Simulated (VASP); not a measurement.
# TiAl (P-6m2) in VASP: a series of runs, part 2 of 2

VASP 6.6.1. The steps go on from the part before.

**6. Single point, PBE**

This run uses another cell than the first one, of 18.50 Å³/atom.

Contents of INCAR:

```
SYSTEM = TiAl
PREC = Accurate ; ENCUT = 520
EDIFF = 1E-6 ; ISMEAR = 0
SIGMA = 0.15 ; LREAL = .FALSE.
LASPH = .TRUE. ; NELM = 80
ALGO = Normal ; ISIF = 2
LWAVE = .FALSE. ; LCHARG = .FALSE.
GGA = PE ; NBANDS = 14
```

Contents of KPOINTS:

```
Automatic mesh
0
G
  18 18 10
  0 0 0
```

Contents of POSCAR:

```
TiAl
1.0
    2.9170000000      0.0000000000      0.0000000000
   -1.4585000000      2.5261961028      0.0000000000
    0.0000000000      0.0000000000      5.0203000000
Ti Al
1 1
Direct
    0.0000000000      0.0000000000      0.0000000000
    0.3333333333      0.6666666667      0.5000000000
```

Potentials or basis: VASP PAW PBE potentials, release 64 (Ti_sv, Al).

Launch:

```sh
$ cat potpaw_PBE.64/Ti_sv/POTCAR potpaw_PBE.64/Al/POTCAR > POTCAR
$ mpirun -np 1 vasp_std > vasp.out
```

OUTCAR:

```text
SYSTEM = TiAl
   PREC = Accurate
   ENCUT = 520
   EDIFF = 1E-6
   ISMEAR = 0
   LREAL = .FALSE.
   LASPH = .TRUE.
   NELM = 80
   ISIF = 2
   GGA = PE

 ion  position               nearest neighbor table
   1  0.000  0.000  0.000-   2 3.02   2 3.02   2 3.02   2 3.02   2 3.02   2 3.02
   2  0.333  0.667  0.500-   1 3.02   1 3.02   1 3.02   1 3.02   1 3.02   1 3.02

  LATTYP: Found a hexagonal cell.
 ALAT       =     2.9170000000
 C/A-ratio  =     1.7210490230

  Lattice vectors:

 A1 = (   2.9170000000,   0.0000000000,   0.0000000000)
 A2 = (  -1.4585000000,   2.5261961028,   0.0000000000)
 A3 = (   0.0000000000,   0.0000000000,   5.0203000000)

Analysis of symmetry for initial positions (statically):
=====================================================================
 Subroutine PRICEL returns:
 Original cell was already a primitive cell.

 Routine SETGRP: Setting up the symmetry group for a
 hexagonal supercell.

 Subroutine GETGRP returns: Found 12 space group operations
 (whereof 12 operations were pure point group operations)
 out of a pool of 24 trial point group operations.

The static configuration has the point symmetry D_3h.

Analysis of symmetry for dynamics (positions and initial velocities):
=====================================================================
 Subroutine PRICEL returns:
 Original cell was already a primitive cell.

 Routine SETGRP: Setting up the symmetry group for a
 hexagonal supercell.

 Subroutine GETGRP returns: Found 12 space group operations
 (whereof 12 operations were pure point group operations)
 out of a pool of 24 trial point group operations.

The dynamic configuration has the point symmetry D_3h.

 Subroutine INISYM returns: Found 12 space group operations
 (whereof 12 operations are pure point group operations),
 and found     1 'primitive' translations

----------------------------------------------------------------------------------------

                                     Primitive cell

  volume of cell :      36.9942

  direct lattice vectors                    reciprocal lattice vectors
     2.917000000  0.000000000  0.000000000     0.342817964  0.197926044  0.000000000
    -1.458500000  2.526196103  0.000000000     0.000000000  0.395852087  0.000000000
     0.000000000  0.000000000  5.020300000     0.000000000  0.000000000  0.199191283

  length of vectors
     2.917000000  2.917000000  5.020300000     0.395852087  0.395852087  0.199191283

  position of ions in fractional coordinates (direct lattice)
     0.000000000  0.000000000  0.000000000
     0.333333333  0.666666667  0.500000000

  ion indices of the primitive-cell ions
   primitive index   ion index
                 1           1
                 2           2

----------------------------------------------------------------------------------------

 KPOINTS: Automatic mesh

Automatic generation of k-mesh.
 Grid dimensions read from file:
 generate k-points for:   18   18   10

 Generating k-lattice:

  Cartesian coordinates                     Fractional coordinates (reciprocal lattice)
     0.019045442  0.010995891  0.000000000     0.055555556  0.000000000  0.000000000
[... 42 lines left out ...]
   number of dos      NEDOS =    301   number of ions     NIONS =      2
   total plane-waves  NPLWV =  23040
   dimension x,y,z NGX =    24 NGY =   24 NGZ =   40
   dimension x,y,z NGXF=    48 NGYF=   48 NGZF=   80
   ions per type =               1   1
   NGX,Y,Z   is equivalent  to a cutoff of  13.68, 13.68, 13.25 a.u.
   NGXF,Y,Z  is equivalent  to a cutoff of  27.36, 27.36, 26.49 a.u.
 SYSTEM =  TiAl
   PREC   = accura    normal or accurate (medium, high low for compatibility)
   ISTART =      0    job   : 0-new  1-cont  2-samecut
   ICHARG =      2    charge: 1-file 2-atom 10-const
   ISPIN  =      1    spin polarized calculation?
   LNONCOLLINEAR =      F non collinear calculations
   LSORBIT =      F    spin-orbit coupling
   LASPH  =      T    aspherical Exc in radial PAW
   ENCUT  =  520.0 eV  38.22 Ry    6.18 a.u.   5.42  5.42  9.33*2*pi/ulx,y,z
   NELM   =     80;   NELMIN=  2; NELMDL= -5     # of ELM steps
   EDIFF  = 0.1E-05   stopping-criterion for ELM
   LREAL  =      F    real-space projection
   EDIFFG = 0.1E-04   stopping-criterion for IOM
   NSW    =      0    number of steps for IOM
   IBRION =     -1    ionic relax: 0-MD 1-quasi-New 2-CG
   NFREE  =      0    steps in history (QN), initial steepest desc. (CG)
   ISIF   =      2    stress and relaxation
   ISYM   =      2    0-nonsym 1-usesym 2-fastsym
   POTIM  = 0.5000    time-step for ionic-motion
   TEBEG  =    0.0;   TEEND  =   0.0 temperature during run
   PSTRESS=    0.0 pullay stress
   NELECT =      15.0000    total number of electrons
   NUPDOWN=      -1.0000    fix difference up-down
   EMIN   =  10.00;   EMAX   =-10.00  energy-range for DOS
   EFERMI =   0.00;   METHOD = LEGACY
   ISMEAR =     0;   SIGMA  =   0.15  broadening in eV -4-tet -1-fermi 0-gaus
   EFERMI_NEDOS =   21; number of points for ismear=-14 and -15
   IALGO  =     38    algorithm
   IMIX   =      4    mixing-type and parameters
     AMIX     =   0.40;   BMIX     =  1.00
     AMIX_MAG =   1.60;   BMIX_MAG =  1.00
  volume/ion in A,a.u.               =      18.50       124.82
  Fermi-wavevector in a.u.,A,eV,Ry     =   1.211697  2.289776 19.976220  1.468211
  Thomas-Fermi vector in A             =   2.347205
   LORBIT       =      0    0 simple, 1 ext, 2 COOP (PROOUT), +10 PAW based schemes
   GGA     = PE    functional components
   LHFCALC =     F    Hartree Fock is set to
   AEXX    =    0.0000 exact exchange contribution
   IVDW    =     0    specifies the selected vdW correction
   LEPSILON=     F    determine dielectric tensor
   LRPA    =     F    only Hartree local field effects (RPA)
 non-spin polarized calculation
 Gauss-broadening in eV      SIGMA  =   0.15
  energy-cutoff  :      520.00
  volume of cell :       36.99
 maximum number of plane-waves:      1021
 NGX is ok and might be reduce to    24
   NGX = 11   NGY = 11   NGZ = 19

 number of electron      14.9999995 magnetization

 Free energy of the ion-electron system (eV)
  ---------------------------------------------------
  ext. energy  EPLUGINS =         0.00000000
  ---------------------------------------------------
  free energy    TOTEN  =       -11.94163370 eV

  energy without entropy =      -11.91517220  energy(sigma->0) =      -11.92840295

 E-fermi :   6.8884     XC(G=0): -10.4930

 val. band max:        6.8845637646   @ k =   0.3889   0.1111   0.4000
 cond. band min:       6.8920389941   @ k =   0.3333   0.2778   0.3000
 fundamental gap:      0.0074752295
 Fermi energy:         6.8884225261

 k-point     1 :       0.0000    0.0000    0.0000
  band No.  band energies     occupation
      1     -49.8746      2.00000
      2     -26.1856      2.00000
      3     -25.8075      2.00000
      4     -25.8075      2.00000
      5      -1.6654      2.00000
      6       4.4437      2.00000
      7       4.7544      2.00000
      8       8.0509      0.00000
      9       8.0509      0.00000
     10       9.4366      0.00000
     11       9.4366      0.00000
     12       9.7237      0.00000
     13      19.4256      0.00000
     14      19.4256      0.00000
[... 377 lines left out ...]
      1     -49.7985      2.00000
      2     -26.2567      2.00000
      3     -26.1108      2.00000
      4     -25.9509      2.00000
      5       2.9341      2.00000
      6       5.1200      2.00000
      7       5.6474      2.00000
      8       6.1694      2.00000
      9       8.4027      0.00000
     10       9.5335      0.00000
     11      10.2736      0.00000
     12      10.9642      0.00000
     13      11.8833      0.00000
     14      12.6576      0.00000

 [... further k-points ...]

------------------------ aborting loop because EDIFF is reached ----------------------------------------

  FORCE on cell =-STRESS in cart. coord.  units (eV):
  Direction    XX          YY          ZZ          XY          YZ          ZX
  --------------------------------------------------------------------------------------
  -------------------------------------------------------------------------------------
  Total       -1.4108514     -1.4108514     -3.4070015      0.0000000      0.0000000     -0.0000000
  in kB      -61.1024609    -61.1024609   -147.5535791      0.0000000      0.0000000     -0.0000000
  external PRESSURE =     -89.9195003 kB  Pullay stress =       0.0000000 kB

 VOLUME and BASIS-vectors are now :
 -----------------------------------------------------------------------------
  energy-cutoff  :      520.00
  volume of cell :       36.99
      direct lattice vectors                 reciprocal lattice vectors
     2.917000000  0.000000000  0.000000000     0.342817964  0.197926044  0.000000000
    -1.458500000  2.526196103  0.000000000     0.000000000  0.395852087  0.000000000
     0.000000000  0.000000000  5.020300000     0.000000000  0.000000000  0.199191283

 POSITION                                       TOTAL-FORCE (eV/Angst)
 -----------------------------------------------------------------------------------
      0.00000      0.00000      0.00000         0.000000      0.000000      0.000000
     -0.00000      1.68413      2.51015        -0.000000      0.000000      0.000000
 -----------------------------------------------------------------------------------
    total drift:                                0.000000     -0.000000      0.000000

  FREE ENERGIE OF THE ION-ELECTRON SYSTEM (eV)
  ---------------------------------------------------
  free  energy   TOTEN  =       -11.9416336987 eV

  energy  without entropy=      -11.9151721951  energy(sigma->0) =      -11.92840295
```

Wall time 2.5 min (1 thread of Intel Xeon 8259CL, shared host); peak memory 0.25 GiB.

What came out:

```
Free energy            : -11.9416 eV
Pressure               : -9.0 GPa
Band gap on the k mesh : zero (an odd number of electrons rules out a gap without spin polarisation)
```

Levels at points of the mesh, in eV from the Fermi level:
| k point | band 3 | band 4 | band 5 | band 6 | band 7 | band 8 | band 9 | band 10 | band 11 | band 12 |
| --- | --- | --- | --- | --- | --- | --- | --- | --- | --- | --- |
| (0.00, 0.00, 0.00) | -32.70 | -32.70 | -8.55 | -2.44 | -2.13 | 1.16 | 1.16 | 2.55 | 2.55 | 2.84 |
| (0.50, 0.00, 0.00) | -33.00 | -32.81 | -3.38 | -2.69 | -1.35 | -0.96 | 1.97 | 3.36 | 3.59 | 3.68 |
| (0.00, 0.00, 0.50) | -32.70 | -32.70 | -7.89 | -5.12 | -0.64 | 1.17 | 1.17 | 2.51 | 2.51 | 5.54 |
| (0.50, 0.00, 0.50) | -33.00 | -32.81 | -3.32 | -2.38 | -1.69 | 0.46 | 0.83 | 1.85 | 2.16 | 3.59 |

Caveat: the stress differs along the axes, from -15 to -6 GPa.

**7. The runs side by side**

```tsv
cell	gap on the mesh (eV)	pressure (GPa)
a = 2.845, b = 2.845, c = 5.206 Å, angles 90.0, 90.0, 120.0°, 2 atoms	none	-7.5
a = 2.953, b = 2.953, c = 4.834 Å, angles 90.0, 90.0, 120.0°, 2 atoms	none	-8.0
a = 2.989, b = 2.989, c = 4.741 Å, angles 90.0, 90.0, 120.0°, 2 atoms	none	-8.1
a = 3.025, b = 3.025, c = 4.648 Å, angles 90.0, 90.0, 120.0°, 2 atoms	none	-8.0
a = 2.917, b = 2.917, c = 5.020 Å, angles 90.0, 90.0, 120.0°, 2 atoms	none	-9.0
```

Alike in all rows: task single point; level PBE; potentials or basis VASP PAW PBE potentials, release 64 (Ti_sv, Al); no spin polarisation; k mesh 18 × 18 × 10; cutoff (eV) 520; smearing gaussian 0.15 eV.

Caveats: the cell stands under tension (at least some runs); the stress differs along the axes, from -19 to -2 GPa (at least some runs); the stress differs along the axes, from -15 to -6 GPa (at least some runs).

Total energies depend on the potentials used, so only differences within one code and one set of settings carry meaning.
